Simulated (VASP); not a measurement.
# SnO2 (R-3m) in VASP: notebook, part 2 of 2

VASP 6.6.1. The steps go on from the part before.

### 5 Single point, PBEsol

This run uses another cell than the first one, of 14.13 Å³/atom, 1.083 times its volume.

INCAR reads:

```
SYSTEM = SnO2
  ALGO = Normal
  EDIFF = 1E-7
  ENCUT = 520
  GGA = PS
  ISIF = 2
  ISMEAR = 1
  LASPH = .TRUE.
  LCHARG = .FALSE.
  LREAL = .FALSE.
  LWAVE = .FALSE.
  NBANDS = 20
  NELM = 80
  PREC = Accurate
  SIGMA = 0.02
```

KPOINTS reads:

```
k-points
0
G
  8 8 8
  0 0 0
```

POSCAR reads:

```
SnO2
1.0
    1.6035034200      0.9257831262      4.7602495585
   -1.6035034200      0.9257831262      4.7602495585
    0.0000000000     -1.8515662524      4.7602495585
Sn O
1 2
Direct
    0.5000000000      0.5000000000      0.5000000000
    0.2371700000      0.2371700000      0.2371700000
    0.7628300000      0.7628300000      0.7628300000
```

Potentials or basis: VASP PAW PBE potentials, release 64 (Sn_d, O).

Started as:

```bash
$ cat potpaw_PBE.64/Sn_d/POTCAR potpaw_PBE.64/O/POTCAR > POTCAR
$ mpirun -np 1 vasp_std > vasp.out
```

OUTCAR:

```text
SYSTEM = SnO2
   EDIFF = 1E-7
   ENCUT = 520
   GGA = PS
   ISIF = 2
   ISMEAR = 1
   LASPH = .TRUE.
   LREAL = .FALSE.
   NELM = 80
   PREC = Accurate

 ion  position               nearest neighbor table
   1  0.500  0.500  0.500-   2 2.11   3 2.11   2 2.11   2 2.11   3 2.11   3 2.11
   2  0.237  0.237  0.237-   1 2.11   1 2.11   1 2.11
   3  0.763  0.763  0.763-   1 2.11   1 2.11   1 2.11

  LATTYP: Found a trigonal (rhomboedric) cell.
 ALAT       =     5.1076681053
 COS(alpha) =     0.8028828377

  Lattice vectors:

 A1 = (   1.6035034200,   0.9257831262,   4.7602495585)
 A2 = (  -1.6035034200,   0.9257831262,   4.7602495585)
 A3 = (   0.0000000000,  -1.8515662524,   4.7602495585)

Analysis of symmetry for initial positions (statically):
=====================================================================
 Subroutine PRICEL returns:
 Original cell was already a primitive cell.

 Routine SETGRP: Setting up the symmetry group for a
 trigonal (rhombohedral) supercell.

 Subroutine GETGRP returns: Found 12 space group operations
 (whereof 12 operations were pure point group operations)
 out of a pool of 12 trial point group operations.
[... 160 lines left out ...]
  ext. energy  EPLUGINS =         0.00000000
  ---------------------------------------------------
  free energy    TOTEN  =       -19.31500676 eV

  energy without entropy =      -19.31510606  energy(sigma->0) =      -19.31503986

 E-fermi :   3.4399     XC(G=0): -10.3474

 val. band max:        3.4270062319   @ k =  -0.1250   0.2500   0.1250
 cond. band min:       5.4376484922   @ k =   0.0000   0.0000   0.0000
 fundamental gap:      2.0106422603
 Fermi energy:         3.4398555003

 k-point     1 :       0.0000    0.0000    0.0000
  band No.  band energies     occupation
      1     -16.4922      2.00000
      2     -16.2341      2.00000
      3     -16.2341      2.00000
      4     -16.0232      2.00000
      5     -16.0232      2.00000
      6     -14.5650      2.00000
[... 541 lines left out ...]
     19      16.7122      0.00000
     20      19.7800      0.00000

 [... further k-points ...]
[... 5 lines left out ...]
  --------------------------------------------------------------------------------------
  -------------------------------------------------------------------------------------
  Total       -0.2023125     -0.2023125     -0.3995695      0.0000000      0.0000000     -0.0000000
  in kB       -7.6449248     -7.6449248    -15.0988111      0.0000000      0.0000000     -0.0000000
  external PRESSURE =     -10.1295536 kB  Pullay stress =       0.0000000 kB

 VOLUME and BASIS-vectors are now :
 -----------------------------------------------------------------------------
  energy-cutoff  :      520.00
  volume of cell :       42.40
      direct lattice vectors                 reciprocal lattice vectors
     1.603503420  0.925783126  4.760249558     0.311817233  0.180027765  0.070024340
    -1.603503420  0.925783126  4.760249558    -0.311817233  0.180027765  0.070024340
     0.000000000 -1.851566252  4.760249558     0.000000000 -0.360055529  0.070024340

 POSITION                                       TOTAL-FORCE (eV/Angst)
 -----------------------------------------------------------------------------------
      0.00000      0.00000      7.14037        -0.000000      0.000000      0.000000
      0.00000      0.00000      3.38697         0.000000      0.000000     -0.078484
      0.00000      0.00000     10.89378         0.000000     -0.000000      0.078484
 -----------------------------------------------------------------------------------
    total drift:                               -0.000000      0.000000      0.000000

  FREE ENERGIE OF THE ION-ELECTRON SYSTEM (eV)
  ---------------------------------------------------
  free  energy   TOTEN  =       -19.3150067586 eV

  energy  without entropy=      -19.3151060581  energy(sigma->0) =      -19.31503986
```

OSZICAR:

```text
N       E                     dE             d eps       ncg     rms          rms(c)
DAV:   1     0.255523246011E+03    0.25552E+03   -0.13965E+04  2756   0.191E+03
DAV:   2     0.698810865990E+01   -0.24854E+03   -0.23442E+03  2824   0.482E+02
DAV:   3    -0.210932545691E+02   -0.28081E+02   -0.27816E+02  3064   0.141E+02
DAV:   4    -0.218928067508E+02   -0.79955E+00   -0.79888E+00  2856   0.254E+01
DAV:   5    -0.219087378361E+02   -0.15931E-01   -0.15931E-01  3208   0.382E+00    0.100E+01
DAV:   6    -0.193660931774E+02    0.25426E+01   -0.96784E+00  3976   0.541E+01    0.438E+00
DAV:   7    -0.193426298145E+02    0.23463E-01   -0.55134E-01  2696   0.596E+00    0.208E+00
DAV:   8    -0.193162958605E+02    0.26334E-01   -0.63078E-02  2784   0.254E+00    0.444E-01
DAV:   9    -0.193145106064E+02    0.17853E-02   -0.91816E-03  3764   0.143E+00    0.839E-02
DAV:  10    -0.193149799683E+02   -0.46936E-03   -0.16424E-03  2688   0.340E-01    0.333E-02
DAV:  11    -0.193150029268E+02   -0.22959E-04   -0.38748E-05  3684   0.621E-02    0.194E-02
DAV:  12    -0.193150065767E+02   -0.36499E-05   -0.58981E-06  2712   0.193E-02    0.582E-03
DAV:  13    -0.193150068259E+02   -0.24918E-06   -0.96695E-07  2968   0.925E-03    0.132E-03
DAV:  14    -0.193150067586E+02    0.67246E-07   -0.14984E-07  2196   0.405E-03
   1 F= -.19315007E+02 E0= -.19315040E+02  d E =0.992994E-04
```

Wall time 43 s (1 thread of Intel Xeon 6975P-C (Granite Rapids), shared host); peak memory 0.25 GiB.

Results:

| Quantity | Value |
| --- | --- |
| Free energy | -19.3150 eV |
| Pressure | -1.0 GPa |
| Largest force | 0.078 eV/Å |
| Band gap on the k mesh | 2.01 eV, indirect (least direct gap 2.15 eV) |

Forces in eV/Å, atoms in the order of the input:
```
Sn   0.000  0.000  0.000
O    0.000  0.000 -0.078
O    0.000  0.000  0.078
```

Caveat: the PAW data sets were made with another functional, which shifts forces and pressure a little; spin-orbit coupling is left out, which moves the levels of the heavy elements. As with any semilocal functional, this PBEsol gap is likely too small.

### 6 Single point, PBEsol

This run uses another cell than the first one, of 14.50 Å³/atom, 1.111 times its volume.

INCAR reads:

```
PREC = Accurate
ENCUT = 520
EDIFF = 1E-6
ISMEAR = 1
SIGMA = 0.02
LREAL = False
LASPH = True
NELM = 80
ALGO = Normal
ISIF = 2
LWAVE = False
LCHARG = False
GGA = PS
NBANDS = 20
```

KPOINTS reads:

```
Automatic mesh
0
Gamma
  8 8 8
```

POSCAR reads:

```
SnO2
1.0
    1.6170930800      0.9336291200      4.8005925800
   -1.6170930800      0.9336291200      4.8005925800
    0.0000000000     -1.8672582400      4.8005925800
Sn O
1 2
Direct
    0.5000000000      0.5000000000      0.5000000000
    0.2371700000      0.2371700000      0.2371700000
    0.7628300000      0.7628300000      0.7628300000
```

Potentials or basis: VASP PAW PBE potentials, release 64 (Sn_d, O).

Started as:

```bash
$ cat potpaw_PBE.64/Sn_d/POTCAR potpaw_PBE.64/O/POTCAR > POTCAR
$ mpirun -np 1 vasp_std > vasp.out
```

Wall time 47 s (1 thread of Intel Xeon 6975P-C (Granite Rapids), shared host); peak memory 0.25 GiB.

It converged, with:

```yaml
Free_energy: -19.2970 eV
Pressure: -4.6 GPa
Largest_force: 0.347 eV/Å
Band_gap_on_the_k_mesh: 1.85 eV, indirect (least direct gap 1.97 eV)
```

Forces in eV/Å, atoms in the order of the input:
```
Sn   0.000  0.000  0.000
O    0.000  0.000 -0.347
O    0.000  0.000  0.347
```

Stress tensor (GPa, compression positive):
```
-5.12  0.00  0.00
 0.00 -5.12  0.00
 0.00  0.00 -3.60
```

Levels at points of the mesh, in eV from the valence-band top:
```csv
k point,band 11,band 12,band 13,band 14,band 15,band 16
"(0.00, 0.00, 0.00)",-0.90,-0.90,-0.12,1.85,5.57,10.88
"(0.50, 0.00, 0.00)",-1.48,-0.60,-0.56,5.23,7.58,9.93
"(0.50, 0.50, 0.00)",-1.15,-0.46,-0.02,4.96,6.77,10.59
"(0.50, 0.50, 0.50)",-1.27,-0.85,-0.85,3.12,5.52,11.05
```

Caveat: the PAW data sets were made with another functional, which shifts forces and pressure a little; spin-orbit coupling is left out, which moves the levels of the heavy elements. A k mesh can miss the band edges.

### 7 The runs side by side

| cell | gap on the mesh (eV) | pressure (GPa) | largest force (eV/Å) |
| --- | --- | --- | --- |
| a = 4.973 Å, angles 36.6°, 3 atoms | 2.57 | 13.6 | 0.94 |
| a = 5.019 Å, angles 36.6°, 3 atoms | 2.37 | 8.0 | 0.56 |
| a = 5.064 Å, angles 36.6°, 3 atoms | 2.19 | 3.2 | 0.22 |
| a = 5.108 Å, angles 36.6°, 3 atoms | 2.01 | -1.0 | 0.08 |
| a = 5.151 Å, angles 36.6°, 3 atoms | 1.85 | -4.6 | 0.35 |

Alike in all rows: task single point; level PBEsol; potentials or basis VASP PAW PBE potentials, release 64 (Sn_d, O); no spin polarisation; k mesh 8 × 8 × 8; cutoff (eV) 520; smearing methfessel-paxton 0.02 eV.

Caveats: the PAW data sets were made with another functional, which shifts forces and pressure a little; spin-orbit coupling is left out, which moves the levels of the heavy elements.

Absolute energies hang on the potentials; compare differences alone.
